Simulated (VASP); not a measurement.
SiC, 4 atoms in the cell. It takes space group P6_3mc (No. 186, hexagonal). Conventional cell: a = 3.056 Å, b = 3.056 Å, c = 5.016 Å, α = 90.00°, β = 90.00°, γ = 120.00°. Within 2.4 Å of Si (site symmetry 3m) lie 4 C at 1.81 to 1.90 Å. C (site symmetry 3m) has 4 Si at 1.81 to 1.90 Å within 2.4 Å.  This cell differs from its parent crystal: c/a of the conventional cell at fixed volume 1.6413.

| Property | Result |
| --- | --- |
| Program | VASP 6.6.1 |
| Task | single point |
| Functional | LDA |
| Potentials or basis | VASP PAW LDA potentials, release 64 (Si, C) |
| Cutoff | 520 eV |
| k mesh | 12 × 12 × 6 |
| Occupations | gaussian, width 0.05 eV |
| Spin | no spin polarisation |
| Dipole correction | no |
| Further INCAR settings | ALGO = Normal; EDIFF = 1e-06; NBANDS = 16 |

Potentials or basis: VASP PAW LDA potentials, release 64 (Si, C).

Run with:

```sh
$ cat potpaw_LDA.64/Si/POTCAR potpaw_LDA.64/C/POTCAR > POTCAR
$ mpirun -np 1 vasp_std > vasp.out
```

Hardware: 1 thread of Intel(R) Xeon(R) 6975P-C (Granite Rapids), on a shared host.

Task: Estimate the wall time of this run.

Result: Wall time 14 s on 1 thread of Intel(R) Xeon(R) 6975P-C (Granite Rapids), on a shared host, peak memory 0.16 GiB. Counts: scf iterations 12, k points 76.
